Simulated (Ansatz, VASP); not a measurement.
# Sn4Se3: VASP beside Ansatz

```
Sn Se
1.0
     5.83301    0.00000    0.00000
     0.00000    5.83301    0.00000
     0.00000    0.00000    5.83301
Sn Se
4 3
Direct
  0.00000 0.00000 0.00000
  0.50000 0.00000 0.00000
  0.00000 0.50000 0.00000
  0.00000 0.00000 0.50000
  0.00000 0.50000 0.50000
  0.50000 0.00000 0.50000
  0.50000 0.50000 0.00000
```

Alike in both runs: functional PBE; k mesh 3 × 3 × 3; occupations gaussian, width 0.2 eV; no spin polarisation.

Ansatz relaxed the structure, and its values are those at the end. VASP's run is a single point on that final structure, the one shown.

```csv
,VASP,Ansatz
version,VASP 6.6.1,Ansatz 0.2.0
potentials or method,"VASP PAW PBE potentials, release 64 (Sn_d, Se), cutoff 500 eV","scalar-relativistic, plane waves, PAW"
valence electrons in the cell,74,104
```

VASP gave:

```
gap on the k mesh at the Fermi level (eV) : none
pressure (GPa)                            : 0.6
```

Task: What did Ansatz give for the same quantities?

Result: gap on the k mesh at the Fermi level (eV): none; pressure (GPa): 0.7.

A gap of «none» marks a metal or a gap that the smearing closes. The functional is the same, so the differences come from potentials, cutoffs and numerics. VASP's potentials hold 74 valence electrons a cell and Ansatz's 104, so a difference there can come from the potentials and not from the codes.
